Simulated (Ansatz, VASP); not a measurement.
One calculation of KZnF3, two programs

```
K Zn F
1.0
     4.05000    0.00000    0.00000
     0.00000    4.05000    0.00000
     0.00000    0.00000    4.05000
K Zn F
1 1 3
Direct
  0.00000 0.00000 0.00000
  0.50000 0.50000 0.50000
  0.47381 0.47381 0.96296
  0.00000 0.50000 0.50000
  0.50000 0.00000 0.50000
```

Alike in both runs: task single point; functional PBE; k mesh 6 × 6 × 6; occupations gaussian, width 0.05 eV; no spin polarisation.

```csv
,VASP,Ansatz
version,VASP 6.6.1,Ansatz 0.2.0
potentials or method,"VASP PAW PBE potentials, release 64 (K_sv, Zn, F), cutoff 520 eV","scalar-relativistic, plane waves, PAW"
valence electrons in the cell,42,42
```

```csv
,VASP,Ansatz,Ansatz less VASP
gap on the k mesh at the Fermi level (eV),3.75,3.82,+0.071
least direct gap on the mesh (eV),5.53,5.58,+0.047
pressure (GPa),6.2,5.8,-0.39
"traceless stress, the component that is largest in VASP (GPa)",1.80,1.70,-0.098
rms of the force components (eV/Å),0.625,0.583,-0.0415
```

Atom by atom the forces differ by 0.044 eV/Å (rms over components).
